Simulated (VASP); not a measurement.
## Fe: relaxation of cell and atoms with PBEsol

Fe:

```
Fe
1.0
     0.00000    1.70329    1.70329
     1.70329    0.00000    1.70329
     1.70329    1.70329    0.00000
Fe
1
Direct
  0.50000 0.50000 0.50000
```

This isn't the form of Fe at room conditions, which is bcc.

* Program: VASP 6.6.1
* Task: relaxation of cell and atoms
* Functional: PBEsol
* Potentials or basis: VASP PAW PBE potentials, release 64 (Fe)
* Cutoff: 600 eV
* k mesh: 8 × 8 × 8
* Occupations: gaussian, width 0.1 eV
* Spin: no spin polarisation
* Dipole correction: no
* Further INCAR settings: ALGO = Fast; EDIFF = 1e-06; IBRION = 2; EDIFFG = -0.04; NSW = 90; ISIF = 3

The relaxed volume is 9.84 Å³/atom, the relaxed cell is a = 2.405 Å, b = 2.405 Å, c = 2.405 Å, α = 60.00°, β = 60.00°, γ = 60.00° and the space group after relaxing (to 0.1 Å) is Fm-3m (No. 225). The energy gained by relaxing is 0.2 meV/atom. The ionic steps are 3 and the pressure after relaxing is 0.1 GPa. The band gap on the k mesh is zero (bands 4 and 5 overlap by 1.89 eV).

The path:
```tsv
step	energy change (eV)	largest force (eV/Å)	pressure (GPa)	volume (Å³)
1	0.0000	0.0000	-1.15	9.88
2	0.0002	0.0000	2.08	9.78
3	-0.0002	0.0000	0.15	9.84
```

Final structure:
```xyz
1
Lattice="0.0000 1.7009 1.7009 1.7009 0.0000 1.7009 1.7009 1.7009 0.0000" Properties=species:S:1:pos:R:3 pbc="T T T"
Fe    1.7009    1.7009    1.7009
```

Levels at points of the mesh, in eV from the Fermi level:
| k point | band 1 | band 2 | band 3 | band 4 | band 5 | band 6 | band 7 | band 8 |
| --- | --- | --- | --- | --- | --- | --- | --- | --- |
| (0.00, 0.00, 0.00) | -9.04 | -1.65 | -1.65 | -1.65 | 0.01 | 0.01 | 23.71 | 29.46 |
| (0.50, 0.00, 0.00) | -5.02 | -1.75 | -1.75 | 0.23 | 1.15 | 1.15 | 8.79 | 22.25 |
| (0.50, 0.50, 0.00) | -5.17 | -4.38 | 1.11 | 1.44 | 1.44 | 3.40 | 12.25 | 16.70 |

It took 18 s on 1 thread of AMD EPYC 7R13 (shared host), peak memory 0.1 GiB.

Caveat: the k points lie up to 0.40 Å⁻¹ apart in the final cell, too coarse for converged energies and pressures of a metal; the PAW data sets were made with another functional, which shifts forces and pressure a little; the run has no spin polarisation, though such a crystal can be magnetic. Spin polarisation is off, so any magnetic state and its effect on volume and gap are missing.
